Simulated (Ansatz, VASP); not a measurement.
BAs in VASP and in Ansatz

```
B As
1.0
     0.00000    2.39187    2.39187
     2.39187    0.00000    2.39187
     2.39187    2.39187    0.00000
B As
1 1
Direct
  0.00000 0.00000 0.00000
  0.25000 0.25000 0.25000
```

Alike in both runs: task single point; functional HSE06; k mesh 4 × 4 × 4; no spin polarisation.

|  | VASP | Ansatz |
| --- | --- | --- |
| version | VASP 6.6.1 | Ansatz 0.2.0 |
| potentials or method | VASP PAW PBE potentials, release 64 (B, As) | plane waves, PAW |
| plane-wave cutoff (eV) | 520 | 420 |
| occupations | gaussian, width 0.01 eV | fixed |
| valence electrons in the cell | 8 | 18 |

|  | VASP | Ansatz | Ansatz less VASP |
| --- | --- | --- | --- |
| gap on the k mesh at the Fermi level (eV) | 2.12 | 2.11 | -0.011 |
| pressure (GPa) | -0.6 | -0.5 | +0.13 |

VASP's potentials hold 8 valence electrons a cell and Ansatz's 18, so a difference there can come from the potentials and not from the codes. Ansatz's warnings: stress exchange threshold loose, stress scf threshold loose.

The k mesh is coarse, so the values compare programs but aren't converged.
